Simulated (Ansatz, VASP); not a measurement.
One calculation of Sc2Al, two programs

```
CELL_PARAMETERS angstrom
4.89261 0.00000 0.00000
-2.44631 4.23713 0.00000
0.00000 0.00000 6.16142
ATOMIC_POSITIONS crystal
Sc 0.00000 0.00000 0.00000
Sc 0.00000 0.00000 0.50000
Sc 0.33333 0.66667 0.75000
Sc 0.66667 0.33333 0.25000
Al 0.33333 0.66667 0.25000
Al 0.66667 0.33333 0.75000
```

Alike in both runs: task single point; functional r2SCAN; k mesh 6 × 6 × 3; occupations gaussian, width 0.01 eV; no spin polarisation.

```csv
,VASP,Ansatz
version,VASP 6.6.1,Ansatz 0.2.0
potentials or method,"VASP PAW PBE potentials, release 64 (Sc_sv, Al), cutoff 520 eV","scalar-relativistic, plane waves, PAW"
valence electrons in the cell,50,50
```

```tsv
	VASP	Ansatz	Ansatz less VASP
gap on the k mesh at the Fermi level (eV)	none	none	-
pressure (GPa)	0.1	-0.1	-0.18
traceless stress, the component that is largest in VASP (GPa)	0.38	0.39	+0.012
```

VASP's potentials were made for PBE, not for r2SCAN. A gap of «none» marks a metal or a gap that the smearing closes. The functional is the same, so the differences come from potentials, cutoffs and numerics.
